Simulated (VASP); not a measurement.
A run of VASP 6.6.1:

The input INCAR:

```
ALGO     = Normal         # electronic algorithm
EDIFF    = 1E-6           # SCF threshold, eV
ENCUT    = 500            # plane-wave cutoff, eV
GGA      = PE             # functional
GGA_COMPAT= F            
ISIF     = 2              # what is computed and relaxed
ISMEAR   = -1             # smearing method
LASPH    = T              # aspherical terms in the spheres
LCHARG   = T              # write CHGCAR
LELF     = T              # ELF
LREAL    = F              # projectors in reciprocal space
LVHAR    = T            
LWAVE    = F              # write WAVECAR
NBANDS   = 12             # bands
NELM     = 120            # most SCF steps
PREC     = Accurate       # precision mode
SIGMA    = 0.08           # smearing width, eV
```

Contents of KPOINTS:

```
k-points
0
Gamma
  14 14 14
```

Contents of POSCAR:

```
Ta
1.0
    2.7449219440      0.0000000000      0.0000000000
    0.0000000000      2.7449219440      0.0000000000
    0.0000000000      0.0000000000      2.7449219440
Ta
1
Direct
    0.0000000000      0.0000000000      0.0000000000
```

Potentials or basis: VASP PAW PBE potentials, release 64 (Ta_pv).

Launch:

```bash
$ cat potpaw_PBE.64/Ta_pv/POTCAR > POTCAR
$ mpirun -np 1 vasp_std > vasp.out
```

Hardware: 1 thread of Intel(R) Xeon(R) 6975P-C (Granite Rapids) (shared host).

**Question.** How long does it take, and how much memory?

**Answer.** It took 6.6 s on 1 thread of Intel(R) Xeon(R) 6975P-C (Granite Rapids) (shared host), peak memory 0.14 GiB. Counts: scf iterations 11, k points 120.
